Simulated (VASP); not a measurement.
Here is a VASP 6.6.1 calculation.

INCAR

```
ALGO     = Fast           # electronic algorithm
EDIFF    = 1E-6           # SCF threshold, eV
ENCUT    = 520            # plane-wave cutoff, eV
GGA      = PE             # functional
ISIF     = 2              # what is computed and relaxed
ISMEAR   = 0              # smearing method
LASPH    = True           # aspherical terms in the spheres
LCHARG   = False          # write CHGCAR
LREAL    = False          # projectors in reciprocal space
LWAVE    = False          # write WAVECAR
NBANDS   = 19             # bands
NELM     = 80             # most SCF steps
PREC     = Accurate       # precision mode
SIGMA    = 0.15           # smearing width, eV
```

File KPOINTS:

```
k-points
0
Gamma
  24 24 10
```

The input POSCAR:

```
Zn
1.0
    2.7713899753      0.0000000000      0.0000000000
   -1.3856949877      2.4000941224      0.0000000000
    0.0000000000      0.0000000000      4.7488320000
Zn
2
Direct
    0.3333333333      0.6666666667      0.2500000000
    0.6666666667      0.3333333333      0.7500000000
```

Potentials or basis: VASP PAW PBE potentials, release 64 (Zn).

The run is started by

```console
$ cat potpaw_PBE.64/Zn/POTCAR > POTCAR
$ mpirun -np 1 vasp_std > vasp.out
```

(1) What does it give for the pressure?

(2) Estimate the band gap on the k mesh.

## Answers

(1) -3.4 GPa.

(2) zero (bands 12 and 13 overlap by 3.89 eV).

Caveat: the cell differs from its parent crystal (strain +0.040 along x and y, -0.040 along z); the cell stands under tension.
